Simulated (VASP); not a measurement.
# IrRu2 (P-3m1) in VASP: relaxation of cell and atoms with PBE

Aim: the relaxation of cell and atoms of IrRu2 with PBE.

Program: VASP 6.6.1. These are calculated values, not measurements. Logs are shortened: lines on timing, memory, paths and dates and some standing lists are left out, and cuts for length are marked.

## Step 1: The cell of the first run

Symmetry: P-3m1, No. 164, trigonal system. Conventional cell: a = 2.715 Å, b = 2.715 Å, c = 6.624 Å, α = 90.00°, β = 90.00°, γ = 120.00°. Within 3.5 Å of Ru (site symmetry 3m) lie 9 Ru at 2.66 to 2.72 Å and 3 Ir at 2.73 Å. Within 3.6 Å of Ir (site symmetry -3m) lie 6 Ir at 2.72 Å and 6 Ru at 2.73 Å.

The cell was built from a structure type or drawn by symmetry, and may not be a known phase.

## Step 2: Relaxation of cell and atoms, PBE

File INCAR:

```
PREC = Accurate
ENCUT = 600
EDIFF = 1E-7
ISMEAR = 0
SIGMA = 0.1
LREAL = False
LASPH = True
NELM = 80
ALGO = Fast
ISIF = 3
LWAVE = False
LCHARG = False
GGA = PE
IBRION = 2
NSW = 100
EDIFFG = -0.01
```

File KPOINTS:

```
Automatic mesh
0
Gamma
  18 18 8
```

File POSCAR:

```
IrRu2
1.0
    2.7151576117      0.0000000000      0.0000000000
   -1.3575788059      2.3513954671      0.0000000000
    0.0000000000      0.0000000000      6.6239742898
Ru Ir
2 1
Direct
    0.6666666667      0.3333333333      0.6620884746
    0.3333333333      0.6666666667      0.3379115254
    0.0000000000      0.0000000000      0.0000000000
```

Potentials or basis: VASP PAW PBE potentials, release 64 (Ru_pv, Ir).

The run is started by

```console
$ cat potpaw_PBE.64/Ru_pv/POTCAR potpaw_PBE.64/Ir/POTCAR > POTCAR
$ mpirun -np 1 vasp_std > vasp.out
```

OUTCAR:

```text
PREC = Accurate
   ENCUT = 600
   EDIFF = 1E-7
   ISMEAR = 0
   LREAL = False
   LASPH = True
   NELM = 80
   ISIF = 3
   GGA = PE
   IBRION = 2
   NSW = 100
   EDIFFG = -0.01

 ion  position               nearest neighbor table
   1  0.667  0.333  0.662-   2 2.66   2 2.66   2 2.66   3 2.73   3 2.73   3 2.73
   2  0.333  0.667  0.338-   1 2.66   1 2.66   1 2.66   3 2.73   3 2.73   3 2.73
   3  0.000  0.000  0.000-   1 2.73   2 2.73   1 2.73   2 2.73   1 2.73   2 2.73

  LATTYP: Found a hexagonal cell.
 ALAT       =     2.7151576117
 C/A-ratio  =     2.4396279101

  Lattice vectors:

 A1 = (   2.7151576117,   0.0000000000,   0.0000000000)
 A2 = (  -1.3575788059,   2.3513954671,   0.0000000000)
 A3 = (   0.0000000000,   0.0000000000,   6.6239742898)

Analysis of symmetry for initial positions (statically):
=====================================================================
 Subroutine PRICEL returns:
 Original cell was already a primitive cell.

 Routine SETGRP: Setting up the symmetry group for a
 hexagonal supercell.

 Subroutine GETGRP returns: Found 12 space group operations
 (whereof 12 operations were pure point group operations)
 out of a pool of 24 trial point group operations.

The static configuration has the point symmetry D_3d.

Analysis of symmetry for dynamics (positions and initial velocities):
=====================================================================
 Subroutine PRICEL returns:
 Original cell was already a primitive cell.

 Routine SETGRP: Setting up the symmetry group for a
 hexagonal supercell.

 Subroutine GETGRP returns: Found 12 space group operations
 (whereof 12 operations were pure point group operations)
 out of a pool of 24 trial point group operations.

The dynamic configuration has the point symmetry D_3d.

 Subroutine INISYM returns: Found 12 space group operations
 (whereof 12 operations are pure point group operations),
 and found     1 'primitive' translations

----------------------------------------------------------------------------------------

                                     Primitive cell

  volume of cell :      42.2902

  direct lattice vectors                    reciprocal lattice vectors
     2.715157612  0.000000000  0.000000000     0.368302744  0.212639689  0.000000000
[... 96 lines left out ...]
   POTIM  = 0.5000    time-step for ionic-motion
   TEBEG  =    0.0;   TEEND  =   0.0 temperature during run
   PSTRESS=    0.0 pullay stress
   NELECT =      37.0000    total number of electrons
   NUPDOWN=      -1.0000    fix difference up-down
   EMIN   =  10.00;   EMAX   =-10.00  energy-range for DOS
   EFERMI =   0.00;   METHOD = LEGACY
   ISMEAR =     0;   SIGMA  =   0.10  broadening in eV -4-tet -1-fermi 0-gaus
   EFERMI_NEDOS =   21; number of points for ismear=-14 and -15
   IALGO  =     68    algorithm
   IMIX   =      4    mixing-type and parameters
     AMIX     =   0.40;   BMIX     =  1.00
     AMIX_MAG =   1.60;   BMIX_MAG =  1.00
  volume/ion in A,a.u.               =      14.10        95.13
  Fermi-wavevector in a.u.,A,eV,Ry     =   1.565774  2.958883 33.356680  2.451647
  Thomas-Fermi vector in A             =   2.668200
   LORBIT       =      0    0 simple, 1 ext, 2 COOP (PROOUT), +10 PAW based schemes
   GGA     = PE    functional components
   LHFCALC =     F    Hartree Fock is set to
   AEXX    =    0.0000 exact exchange contribution
   IVDW    =     0    specifies the selected vdW correction
   LEPSILON=     F    determine dielectric tensor
   LRPA    =     F    only Hartree local field effects (RPA)
 conjugate gradient relaxation of ions
 non-spin polarized calculation
 RMM-DIIS sequential band-by-band and
 Gauss-broadening in eV      SIGMA  =   0.10
  energy-cutoff  :      600.00
  volume of cell :       42.29
 maximum number of plane-waves:      1455
 NGX is ok and might be reduce to    24
   NGX = 11   NGY = 11   NGZ = 27

--------------------------------------- Ionic step        1  -------------------------------------------

 number of electron      37.0000006 magnetization

 Free energy of the ion-electron system (eV)
  ---------------------------------------------------
  ext. energy  EPLUGINS =         0.00000000
  ---------------------------------------------------
  free energy    TOTEN  =       -27.26218090 eV

  energy without entropy =      -27.24634104  energy(sigma->0) =      -27.25426097

------------------------ aborting loop because EDIFF is reached ----------------------------------------

  FORCE on cell =-STRESS in cart. coord.  units (eV):
  Direction    XX          YY          ZZ          XY          YZ          ZX
  --------------------------------------------------------------------------------------
  -------------------------------------------------------------------------------------
  Total       -0.5994643     -0.5994643      0.2176765      0.0000000      0.0000000      0.0000000
  in kB      -22.7109104    -22.7109104      8.2467486      0.0000000      0.0000000      0.0000000
  external PRESSURE =     -12.3916907 kB  Pullay stress =       0.0000000 kB
[... 209 lines left out ...]
--------------------------------------- Ionic step        7  -------------------------------------------

 number of electron      37.0000005 magnetization

 Free energy of the ion-electron system (eV)
  ---------------------------------------------------
  ext. energy  EPLUGINS =         0.00000000
  ---------------------------------------------------
  free energy    TOTEN  =       -27.26472437 eV

  energy without entropy =      -27.24904919  energy(sigma->0) =      -27.25688678

 E-fermi :  11.5690     XC(G=0): -13.9517

 val. band max:       11.5681799967   @ k =  -0.0556   0.3333   0.2500
 cond. band min:      11.5734492059   @ k =   0.1667   0.1667   0.5000
 fundamental gap:      0.0052692091
 Fermi energy:        11.5690433201

 k-point     1 :       0.0000    0.0000    0.0000
  band No.  band energies     occupation
      1     -31.7608      2.00000
      2     -31.1928      2.00000
      3     -31.0694      2.00000
      4     -31.0694      2.00000
      5     -30.9860      2.00000
      6     -30.9860      2.00000
[... 589 lines left out ...]
     21      13.3732      0.00000
     22      15.0222      0.00000

 [... further k-points ...]

------------------------ aborting loop because EDIFF is reached ----------------------------------------

  FORCE on cell =-STRESS in cart. coord.  units (eV):
  Direction    XX          YY          ZZ          XY          YZ          ZX
  --------------------------------------------------------------------------------------
  -------------------------------------------------------------------------------------
  Total       -0.0046006     -0.0046006     -0.0081092      0.0000000     -0.0000000     -0.0000000
  in kB       -0.1749454     -0.1749454     -0.3083652      0.0000000     -0.0000000     -0.0000000
  external PRESSURE =      -0.2194186 kB  Pullay stress =       0.0000000 kB
[... 18 lines left out ...]
  FREE ENERGIE OF THE ION-ELECTRON SYSTEM (eV)
  ---------------------------------------------------
  free  energy   TOTEN  =       -27.2647243745 eV

  energy  without entropy=      -27.2490491867  energy(sigma->0) =      -27.25688678

 reached required accuracy - stopping structural energy minimisation
```

OSZICAR:

```text
N       E                     dE             d eps       ncg     rms          rms(c)
DAV:   1     0.446220260032E+03    0.44622E+03   -0.23183E+04 11888   0.198E+03
DAV:   2    -0.106972768346E+02   -0.45692E+03   -0.44747E+03 12250   0.570E+02
DAV:   3    -0.289173413493E+02   -0.18220E+02   -0.17558E+02 15470   0.109E+02
DAV:   4    -0.294233594196E+02   -0.50602E+00   -0.49740E+00 13048   0.172E+01
[... 93 lines left out ...]
RMM:   3    -0.272647231072E+02   -0.13728E-04   -0.23895E-04 12360   0.157E-01    0.166E-02
RMM:   4    -0.272647241767E+02   -0.10695E-05   -0.54045E-05 13546   0.649E-02    0.109E-02
RMM:   5    -0.272647241709E+02    0.57680E-08   -0.10288E-05 13895   0.237E-02    0.396E-03
RMM:   6    -0.272647243249E+02   -0.15400E-06   -0.30841E-06 14229   0.112E-02    0.196E-03
RMM:   7    -0.272647243745E+02   -0.49584E-07   -0.72260E-07  9032   0.489E-03
   7 F= -.27264724E+02 E0= -.27256887E+02  d E =-.479268E-04
```

Run time: 14 min. Hardware: 1 thread of Intel Xeon 6975P-C (Granite Rapids), shared host; peak memory 0.44 GiB.

Results:

```
Free energy                           : -27.2647 eV
Relaxed volume                        : 14.04 Å³/atom
Relaxed cell                          : a = 2.706 Å, b = 2.706 Å, c = 6.642 Å, α = 90.00°, β = 90.00°, γ = 120.00°
Space group after relaxing (to 0.1 Å) : P-3m1 (No. 164)
Energy gained by relaxing             : 0.8 meV/atom
Ionic steps                           : 7
Pressure after relaxing               : 0.0 GPa
```

Forces in eV/Å, atoms in the order of the input:
```
Ru   0.000  0.000 -0.003
Ru   0.000  0.000  0.003
Ir   0.000  0.000  0.000
```

Step by step:
```csv
step,energy change (eV),largest force (eV/Å),pressure (GPa),volume (Å³)
1,0.0000,0.0729,-1.24,42.29
2,0.0062,0.0005,4.16,41.62
3,-0.0022,0.0475,0.51,42.06
4,-0.0020,0.0090,-0.73,42.23
5,-0.0025,0.0312,-0.01,42.13
6,-0.0025,0.0302,-0.03,42.13
7,-0.0025,0.0029,-0.02,42.13
```

Final structure:
```cif
data_structure
_symmetry_space_group_name_H-M 'P 1'
_symmetry_Int_Tables_number 1
_cell_length_a 2.7063
_cell_length_b 2.7063
_cell_length_c 6.6424
_cell_angle_alpha 90.000
_cell_angle_beta 90.000
_cell_angle_gamma 120.000
_cell_volume 42.13
loop_
_atom_site_label
_atom_site_type_symbol
_atom_site_fract_x
_atom_site_fract_y
_atom_site_fract_z
_atom_site_occupancy
Ru1 Ru 0.66667 0.33333 0.66156 1
Ru2 Ru 0.33333 0.66667 0.33844 1
Ir1 Ir 0.00000 0.00000 0.00000 1
```

Caveat: the highest band is partly filled, so the run has too few bands; spin-orbit coupling is left out, which moves the levels of the heavy elements.
